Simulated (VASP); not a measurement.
Input of a VASP 6.6.1 run:

INCAR

```
ALGO = Normal
EDIFF = 1E-6
ENCUT = 520
GGA = PE
ISIF = 2
ISMEAR = 0
LASPH = True
LCHARG = False
LREAL = False
LWAVE = False
NBANDS = 41
NELM = 80
PREC = Accurate
SIGMA = 0.1
```

Contents of KPOINTS:

```
k-points
0
Gamma
  4 4 1
```

The input POSCAR:

```
Al5InSb6
1.0
    4.4500397000      0.0000000000      0.0000000000
    0.0000000000      4.4500397000      0.0000000000
    0.0000000000      0.0000000000     18.8565787000
Al In Sb
5 1 6
Direct
    0.0000000000      0.0000000000      0.8265620000
    0.5000000000      0.5000000000      0.6631940000
    0.0000000000      0.0000000000      0.5000000000
    0.5000000000      0.5000000000      0.3368060000
    0.0000000000      0.0000000000      0.1734380000
    0.5000000000      0.5000000000      0.0000000000
    0.5000000000      0.0000000000      0.7448270000
    0.0000000000      0.5000000000      0.5815860000
    0.5000000000      0.0000000000      0.4184140000
    0.0000000000      0.5000000000      0.2551730000
    0.5000000000      0.0000000000      0.0927880000
    0.0000000000      0.5000000000      0.9072120000
```

Potentials or basis: VASP PAW PBE potentials, release 64 (Al, In_d, Sb).

Command:

```sh
$ cat potpaw_PBE.64/Al/POTCAR potpaw_PBE.64/In_d/POTCAR potpaw_PBE.64/Sb/POTCAR > POTCAR
$ mpirun -np 1 vasp_std > vasp.out
```

Q: Predict the band gap on the k mesh.

A: 0.88 eV.

Q: Predict the pressure.

A: 0.2 GPa.

Q: What does it give for the largest force?

A: 0.009 eV/Å.

Forces on the atoms (eV/Å):
```
Al   0.000  0.000  0.004
Al   0.000  0.000  0.005
Al   0.000  0.000  0.000
Al   0.000  0.000 -0.005
Al   0.000  0.000 -0.004
In   0.000  0.000  0.000
Sb   0.000  0.000  0.001
Sb   0.000  0.000 -0.003
Sb   0.000  0.000  0.003
Sb   0.000  0.000 -0.001
Sb   0.000  0.000  0.009
Sb   0.000  0.000 -0.009
```

Caveat: spin-orbit coupling is left out, which moves the levels of the heavy elements; an odd mesh through Γ misses points on the zone boundary, where band edges can lie.
